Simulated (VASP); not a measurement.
**NaF: single point with PBE**

The system is NaF.

```xyz
2
Lattice="0.0000 2.2972 2.2972 2.3891 0.0000 2.2972 2.3891 2.2972 0.0000" Properties=species:S:1:pos:R:3 pbc="T T T"
Na    0.0000    0.0000    0.0000
F     2.3891    2.2972    2.2972
```

This cell differs from its parent crystal: uniaxial x strain +4.0%.

```
Program             : VASP 6.6.1
Task                : single point
Functional          : PBE
Potentials or basis : VASP PAW PBE potentials, release 64 (Na_pv, F)
Cutoff              : 520 eV
k mesh              : 6 × 6 × 6
Occupations         : gaussian, width 0.01 eV
Spin                : no spin polarisation
```

| Item | Value |
| --- | --- |
| Pressure | 1.5 GPa |
| Band gap on the k mesh | 6.22 eV, direct |

Stress tensor (GPa, compression positive):
```
-0.54  0.00  0.00
 0.00  2.50  0.00
 0.00  0.00  2.50
```

Levels at points of the mesh, in eV from the valence-band top:
```csv
k point,band 4,band 5,band 6,band 7,band 8,band 9,band 10,band 11
"(0.00, 0.00, 0.00)",-18.98,0.00,0.00,0.00,6.22,18.71,18.99,18.99
"(0.50, 0.00, 0.00)",-18.20,-1.56,-0.26,-0.23,10.70,12.35,19.62,20.34
"(0.50, 0.50, 0.00)",-18.90,-1.23,-0.45,-0.39,13.15,13.22,13.52,19.25
"(0.00, 0.50, 0.50)",-18.93,-1.29,-0.36,-0.36,12.69,13.38,13.51,19.91
```

It took 9.6 s on 1 thread of Intel(R) Xeon(R) Platinum 8259CL CPU @ 2.50GHz (Skylake/Cascade Lake) (shared host), peak memory 0.14 GiB.

Caveat: the cell differs from its parent crystal (uniaxial x strain +4.0%).
